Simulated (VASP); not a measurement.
# BaTiO3 (R3m) in VASP: single point with r2SCAN

Aim: the single point of BaTiO3 with r2SCAN.

Program: VASP 6.6.1. These are calculated values, not measurements. Logs are shortened: lines on timing, memory, paths and dates and some standing lists are left out, and cuts for length are marked.

## Step 1: The cell of the first run

Symmetry: R3m, No. 160, trigonal system. The conventional cell has a = 5.758 Å, b = 5.758 Å, c = 6.807 Å, α = 90.00°, β = 90.00°, γ = 120.00°. Ba (site symmetry 3m) has 12 O at 2.74 to 2.88 Å and 8 Ti at 3.31 to 3.54 Å within 3.6 Å. Within 2.5 Å of Ti (site symmetry 3m) lie 6 O at 1.88 to 2.16 Å. O (site symmetry m) has 2 Ti at 1.88 to 2.16 Å within 2.5 Å.

## Step 2: Single point, r2SCAN

File POSCAR:

```
BaTiO3
1.0
    2.8789633634      1.6621702728      2.2688392628
   -2.8789633634      1.6621702728      2.2688392628
    0.0000000000     -3.3243405456      2.2688392628
Ba Ti O
1 1 3
Direct
    0.0027851043      0.0027851043      0.0027851043
    0.5162478494      0.5162478494      0.5162478494
    0.4897536543      0.4897536543      0.9801597377
    0.4897536543      0.9801597377      0.4897536543
    0.9801597377      0.4897536543      0.4897536543
```

File INCAR.step1:

```
SYSTEM = BaTiO3
PREC     = Accurate       ! precision mode
ENCUT    = 520            ! plane-wave cutoff, eV
ISMEAR   = 0              ! smearing method
SIGMA    = 0.05           ! smearing width, eV
LREAL    = .FALSE.        ! projectors in reciprocal space
LASPH    = .TRUE.         ! aspherical terms in the spheres
NELM     = 100            ! most SCF steps
NBANDS   = 28             ! bands
GGA      = PE             ! functional
ALGO     = Normal         ! electronic algorithm
EDIFF    = 1E-4           ! SCF threshold, eV
LWAVE    = .TRUE.         ! write WAVECAR
LCHARG   = .FALSE.        ! write CHGCAR
```

File INCAR.step2:

```
SYSTEM = BaTiO3
PREC     = Accurate       ! precision mode
ENCUT    = 520            ! plane-wave cutoff, eV
EDIFF    = 1E-7           ! SCF threshold, eV
ISMEAR   = 0              ! smearing method
SIGMA    = 0.05           ! smearing width, eV
LREAL    = .FALSE.        ! projectors in reciprocal space
LASPH    = .TRUE.         ! aspherical terms in the spheres
NELM     = 100            ! most SCF steps
ALGO     = Normal         ! electronic algorithm
ISIF     = 2              ! what is computed and relaxed
LWAVE    = .FALSE.        ! write WAVECAR
LCHARG   = .FALSE.        ! write CHGCAR
METAGGA  = R2SCAN         ! meta-GGA
LMIXTAU  = .TRUE.       
NBANDS   = 28             ! bands
ISTART   = 1
```

File KPOINTS:

```
Automatic mesh
0
G
  6 6 6
  0 0 0
```

Potentials or basis: VASP PAW PBE potentials, release 64 (Ba_sv, Ti_sv, O).

Run with:

```
> cat potpaw_PBE.64/Ba_sv/POTCAR potpaw_PBE.64/Ti_sv/POTCAR potpaw_PBE.64/O/POTCAR > POTCAR
> cp INCAR.step1 INCAR
> mpirun -np 1 vasp_std > vasp.out
> cp INCAR.step2 INCAR
> mpirun -np 1 vasp_std > vasp.out
```

OUTCAR:

```text
SYSTEM = BaTiO3
   PREC = Accurate
   ENCUT = 520
   EDIFF = 1E-7
   ISMEAR = 0
   LREAL = .FALSE.
   LASPH = .TRUE.
   NELM = 100
   ISIF = 2
   METAGGA = R2SCAN
   ISTART = 1

 ion  position               nearest neighbor table
   1  0.003  0.003  0.003-   3 2.74   4 2.74   5 2.74   5 2.88   4 2.88   4 2.88   5 2.88   3 2.88
                             3 2.88   3 2.88   4 2.88   5 2.88   2 3.31   2 3.48   2 3.48   2 3.48
   2  0.516  0.516  0.516-   3 1.88   4 1.88   5 1.88   3 2.16   4 2.16   5 2.16   1 3.31   1 3.48
                             1 3.48   1 3.48   1 3.49   1 3.54   1 3.54   1 3.54
   3  0.490  0.490  0.980-   2 1.88   2 2.16   1 2.74   1 2.88   1 2.88   1 2.88
   4  0.490  0.980  0.490-   2 1.88   2 2.16   1 2.74   1 2.88   1 2.88   1 2.88
   5  0.980  0.490  0.490-   2 1.88   2 2.16   1 2.74   1 2.88   1 2.88   1 2.88

  LATTYP: Found a trigonal (rhomboedric) cell.
 ALAT       =     4.0247821884
 COS(alpha) =    -0.0233342445

  Lattice vectors:

 A1 = (   2.8789633634,   1.6621702728,   2.2688392628)
 A2 = (  -2.8789633634,   1.6621702728,   2.2688392628)
 A3 = (   0.0000000000,  -3.3243405456,   2.2688392628)

Analysis of symmetry for initial positions (statically):
=====================================================================
 Subroutine PRICEL returns:
 Original cell was already a primitive cell.

 Routine SETGRP: Setting up the symmetry group for a
 trigonal (rhombohedral) supercell.

 Subroutine GETGRP returns: Found  6 space group operations
 (whereof  6 operations were pure point group operations)
 out of a pool of 12 trial point group operations.

The static configuration has the point symmetry C_3v.

Analysis of symmetry for dynamics (positions and initial velocities):
=====================================================================
 Subroutine PRICEL returns:
 Original cell was already a primitive cell.

 Routine SETGRP: Setting up the symmetry group for a
 trigonal (rhombohedral) supercell.

 Subroutine GETGRP returns: Found  6 space group operations
 (whereof  6 operations were pure point group operations)
 out of a pool of 12 trial point group operations.

The dynamic configuration has the point symmetry C_3v.

 Subroutine INISYM returns: Found  6 space group operations
 (whereof  6 operations are pure point group operations),
 and found     1 'primitive' translations

----------------------------------------------------------------------------------------

                                     Primitive cell

  volume of cell :      65.1428

  direct lattice vectors                    reciprocal lattice vectors
     2.878963363  1.662170273  2.268839263     0.173673624  0.100270513  0.146918003
    -2.878963363  1.662170273  2.268839263    -0.173673624  0.100270513  0.146918003
     0.000000000 -3.324340546  2.268839263     0.000000000 -0.200541027  0.146918003

  length of vectors
     4.024782188  4.024782188  4.024782188     0.248599282  0.248599282  0.248599282

  position of ions in fractional coordinates (direct lattice)
     0.002785104  0.002785104  0.002785104
     0.516247849  0.516247849  0.516247849
     0.489753654  0.489753654  0.980159738
     0.489753654  0.980159738  0.489753654
     0.980159738  0.489753654  0.489753654

  ion indices of the primitive-cell ions
   primitive index   ion index
                 1           1
                 2           2
                 3           3
                 4           4
                 5           5

----------------------------------------------------------------------------------------

 KPOINTS: Automatic mesh

Automatic generation of k-mesh.
 Grid dimensions read from file:
 generate k-points for:    6    6    6

 Generating k-lattice:

  Cartesian coordinates                     Fractional coordinates (reciprocal lattice)
     0.028945604  0.016711752  0.024486334     0.166666667  0.000000000  0.000000000
    -0.028945604  0.016711752  0.024486334     0.000000000  0.166666667  0.000000000
     0.000000000 -0.033423504  0.024486334     0.000000000  0.000000000  0.166666667

  Length of vectors
     0.041433214  0.041433214  0.041433214

  Shift w.r.t. Gamma in fractional coordinates (k-lattice)
     0.000000000  0.000000000  0.000000000

 Subroutine IBZKPT returns following result:
 ===========================================

 Found     32 irreducible k-points:

 Following reciprocal coordinates:
            Coordinates               Weight
  0.000000  0.000000  0.000000      1.000000
  0.166667  0.000000 -0.000000      6.000000
  0.333333 -0.000000 -0.000000      6.000000
  0.500000 -0.000000 -0.000000      3.000000
  0.166667  0.166667 -0.000000      6.000000
  0.333333  0.166667 -0.000000     12.000000
[... 16 lines left out ...]
  0.500000  0.500000  0.166667      6.000000
 -0.333333  0.500000  0.166667     12.000000
 [... further k-points ...]
   k-points           NKPTS =     32   k-points in BZ     NKDIM =     32   number of bands    NBANDS=     28
   number of dos      NEDOS =    301   number of ions     NIONS =      5
   total plane-waves  NPLWV =  27000
   dimension x,y,z NGX =    30 NGY =   30 NGZ =   30
   dimension x,y,z NGXF=    60 NGYF=   60 NGZF=   60
   ions per type =               1   1   3
   NGX,Y,Z   is equivalent  to a cutoff of  12.39, 12.39, 12.39 a.u.
   NGXF,Y,Z  is equivalent  to a cutoff of  24.78, 24.78, 24.78 a.u.
 SYSTEM =  BaTiO3
   PREC   = accura    normal or accurate (medium, high low for compatibility)
   ISTART =      1    job   : 0-new  1-cont  2-samecut
   ICHARG =      0    charge: 1-file 2-atom 10-const
   ISPIN  =      1    spin polarized calculation?
   LNONCOLLINEAR =      F non collinear calculations
   LSORBIT =      F    spin-orbit coupling
   LASPH  =      T    aspherical Exc in radial PAW
   ENCUT  =  520.0 eV  38.22 Ry    6.18 a.u.   7.48  7.48  7.48*2*pi/ulx,y,z
   NELM   =    100;   NELMIN=  2; NELMDL=  0     # of ELM steps
   EDIFF  = 0.1E-06   stopping-criterion for ELM
   LREAL  =      F    real-space projection
   EDIFFG = 0.1E-05   stopping-criterion for IOM
   NSW    =      0    number of steps for IOM
   IBRION =     -1    ionic relax: 0-MD 1-quasi-New 2-CG
   NFREE  =      0    steps in history (QN), initial steepest desc. (CG)
   ISIF   =      2    stress and relaxation
   ISYM   =      2    0-nonsym 1-usesym 2-fastsym
   POTIM  = 0.5000    time-step for ionic-motion
   TEBEG  =    0.0;   TEEND  =   0.0 temperature during run
   PSTRESS=    0.0 pullay stress
   NELECT =      40.0000    total number of electrons
   NUPDOWN=      -1.0000    fix difference up-down
   EMIN   =  10.00;   EMAX   =-10.00  energy-range for DOS
   EFERMI =   0.00;   METHOD = LEGACY
   ISMEAR =     0;   SIGMA  =   0.05  broadening in eV -4-tet -1-fermi 0-gaus
   EFERMI_NEDOS =   21; number of points for ismear=-14 and -15
   IALGO  =     38    algorithm
   IMIX   =      4    mixing-type and parameters
     AMIX     =   0.40;   BMIX     =  1.00
     AMIX_MAG =   1.60;   BMIX_MAG =  1.00
  volume/ion in A,a.u.               =      13.03        87.92
  Fermi-wavevector in a.u.,A,eV,Ry     =   1.391466  2.629490 26.343298  1.936178
  Thomas-Fermi vector in A             =   2.515302
   LORBIT       =      0    0 simple, 1 ext, 2 COOP (PROOUT), +10 PAW based schemes
   METAGGA = R2SCAN    functional components
   LHFCALC =     F    Hartree Fock is set to
   AEXX    =    0.0000 exact exchange contribution
   IVDW    =     0    specifies the selected vdW correction
   LEPSILON=     F    determine dielectric tensor
   LRPA    =     F    only Hartree local field effects (RPA)
 non-spin polarized calculation
 Gauss-broadening in eV      SIGMA  =   0.05
  energy-cutoff  :      520.00
  volume of cell :       65.14
 maximum number of plane-waves:      1767
 NGX is ok and might be reduce to    30
   NGX = 15   NGY = 15   NGZ = 15

 number of electron      40.0000011 magnetization

 Free energy of the ion-electron system (eV)
  ---------------------------------------------------
  ext. energy  EPLUGINS =         0.00000000
  ---------------------------------------------------
  free energy    TOTEN  =       -74.21467568 eV

  energy without entropy =      -74.21467568  energy(sigma->0) =      -74.21467568

 E-fermi :   3.6095     XC(G=0): -11.8085

 val. band max:        3.3904892414   @ k =   0.5000   0.5000   0.5000
 cond. band min:       6.1852852924   @ k =   0.0000   0.0000   0.0000
 fundamental gap:      2.7947960510
 Fermi energy:         3.6095232539

 k-point     1 :       0.0000    0.0000    0.0000
  band No.  band energies     occupation
      1     -55.1978      2.00000
      2     -30.4168      2.00000
      3     -30.3843      2.00000
      4     -30.3843      2.00000
      5     -22.1528      2.00000
      6     -14.4153      2.00000
[... 20 lines left out ...]
     27       8.9772      0.00000
     28      11.4209      0.00000

 k-point     2 :       0.1667    0.0000   -0.0000
  band No.  band energies     occupation
      1     -55.1975      2.00000
      2     -30.4223      2.00000
      3     -30.3920      2.00000
      4     -30.3839      2.00000
      5     -22.1239      2.00000
      6     -14.4315      2.00000
[... 20 lines left out ...]
     27       9.5025      0.00000
     28      12.0439      0.00000

 k-point     3 :       0.3333   -0.0000   -0.0000
  band No.  band energies     occupation
      1     -55.1970      2.00000
      2     -30.4417      2.00000
      3     -30.3988      2.00000
      4     -30.3829      2.00000
      5     -22.0648      2.00000
      6     -14.5404      2.00000
[... 20 lines left out ...]
     27      10.7383      0.00000
     28      12.3062      0.00000

 k-point     4 :       0.5000   -0.0000   -0.0000
  band No.  band energies     occupation
      1     -55.1967      2.00000
      2     -30.4537      2.00000
      3     -30.3999      2.00000
      4     -30.3825      2.00000
      5     -22.0346      2.00000
      6     -14.6154      2.00000
[... 578 lines left out ...]
     27      11.4586      0.00000
     28      12.5254      0.00000

 k-point    23 :       0.5000    0.5000    0.1667
  band No.  band energies     occupation
      1     -55.1954      2.00000
      2     -30.4585      2.00000
      3     -30.4367      2.00000
      4     -30.4011      2.00000
      5     -21.9446      2.00000
      6     -13.9656      2.00000
[... 20 lines left out ...]
     27      12.3894      0.00000
     28      12.7989      0.00000

 k-point    24 :      -0.3333    0.5000    0.1667
  band No.  band energies     occupation
      1     -55.1957      2.00000
      2     -30.4548      2.00000
      3     -30.4285      2.00000
      4     -30.4009      2.00000
      5     -21.9632      2.00000
      6     -14.1293      2.00000
[... 20 lines left out ...]
     27      12.1042      0.00000
     28      12.6002      0.00000

 [... further k-points ...]
[... 5 lines left out ...]
  --------------------------------------------------------------------------------------
  -------------------------------------------------------------------------------------
  Total       -0.6625929     -0.6625929      3.3542070      0.0000000      0.0000000     -0.0000000
  in kB      -16.2963652    -16.2963652     82.4961747      0.0000000      0.0000000     -0.0000000
  external PRESSURE =      16.6344815 kB  Pullay stress =       0.0000000 kB

 VOLUME and BASIS-vectors are now :
 -----------------------------------------------------------------------------
  energy-cutoff  :      520.00
  volume of cell :       65.14
      direct lattice vectors                 reciprocal lattice vectors
     2.878963363  1.662170273  2.268839263     0.173673624  0.100270513  0.146918003
    -2.878963363  1.662170273  2.268839263    -0.173673624  0.100270513  0.146918003
     0.000000000 -3.324340546  2.268839263     0.000000000 -0.200541027  0.146918003

 POSITION                                       TOTAL-FORCE (eV/Angst)
 -----------------------------------------------------------------------------------
      0.00000      0.00000      0.01896         0.000000     -0.000000     -0.043172
      0.00000      0.00000      3.51385         0.000000      0.000000     -0.265350
      0.00000     -1.63028      4.44617         0.000000      0.033299      0.102841
     -1.41186      0.81514      4.44617         0.028838     -0.016649      0.102841
      1.41186      0.81514      4.44617        -0.028838     -0.016649      0.102841
 -----------------------------------------------------------------------------------
    total drift:                               -0.000000     -0.000002     -0.004923

  FREE ENERGIE OF THE ION-ELECTRON SYSTEM (eV)
  ---------------------------------------------------
  free  energy   TOTEN  =       -74.2146756755 eV

  energy  without entropy=      -74.2146756755  energy(sigma->0) =      -74.21467568
```

Run time: 3.2 min. Hardware: 1 thread of Intel Xeon Platinum 8488C (Sapphire Rapids), shared host; peak memory 0.21 GiB.

What came out:

```
Free energy            : -74.2147 eV
Pressure               : 1.7 GPa
Largest force          : 0.265 eV/Å
Band gap on the k mesh : 2.79 eV, indirect (least direct gap 3.27 eV)
```

Forces in eV/Å, atoms in the order of the input:
```
Ba   0.000  0.000 -0.043
Ti   0.000  0.000 -0.265
O    0.000  0.033  0.103
O    0.029 -0.017  0.103
O   -0.029 -0.017  0.103
```

Caveat: the PAW data sets were made with another functional, which shifts forces and pressure a little; spin-orbit coupling is left out, which moves the levels of the heavy elements. A k mesh can miss the band edges.
